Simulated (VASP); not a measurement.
Wanted: the native input for a VASP 6.6.1 run.

- Task: relaxation of cell and atoms
- Functional: LDA
- Potentials or basis: VASP PAW LDA potentials, release 64 (Re)
- Cutoff: 600 eV
- k mesh: 11 × 11 × 11
- Occupations: methfessel-paxton, width 0.1 eV
- Spin: no spin polarisation
- Dipole correction: no
- Further INCAR settings: ALGO = Normal; EDIFF = 1e-06; IBRION = 2; EDIFFG = -0.02; NSW = 80; ISIF = 3

The structure of Re lies in POSCAR:

```
Re
1.0
    0.0000000000      1.9282193033      1.9282193033
    1.9282193033      0.0000000000      1.9282193033
    1.9282193033      1.9282193033      0.0000000000
Re
1
Direct
    0.0000000000      0.0000000000      0.0000000000
```

These files were run (other wordings do the same):

INCAR

```
  PREC = Accurate
  ENCUT = 600
  EDIFF = 1E-6
  ISMEAR = 1
  SIGMA = 0.1
  LREAL = False
  LASPH = True
  NELM = 60
  ALGO = Normal
  ISIF = 3
  LWAVE = False
  LCHARG = False
  GGA = CA
  IBRION = 2
  NSW = 80
  EDIFFG = -0.02
```

KPOINTS

```
Automatic mesh
0
Gamma
  11 11 11
```

Potentials or basis: VASP PAW LDA potentials, release 64 (Re).

Launch:

```console
$ cat potpaw_LDA.64/Re/POTCAR > POTCAR
$ mpirun -np 1 vasp_std > vasp.out
```

Results of the run:

```yaml
Relaxed_volume: 14.42 Å³/atom
Relaxed_cell: a = 2.732 Å, b = 2.732 Å, c = 2.732 Å, α = 60.00°, β = 60.00°, γ = 60.00°
Space_group_after_relaxing_to_0.05_Å: Fm-3m (No. 225)
Energy_gained_by_relaxing: 0.7 meV/atom
Ionic_steps: 3
Pressure_after_relaxing: 0.0 GPa
```

Run time: 12 s on 1 thread of Intel(R) Xeon(R) Platinum 8259CL CPU @ 2.50GHz (Skylake/Cascade Lake) (shared host), peak memory 0.13 GiB.
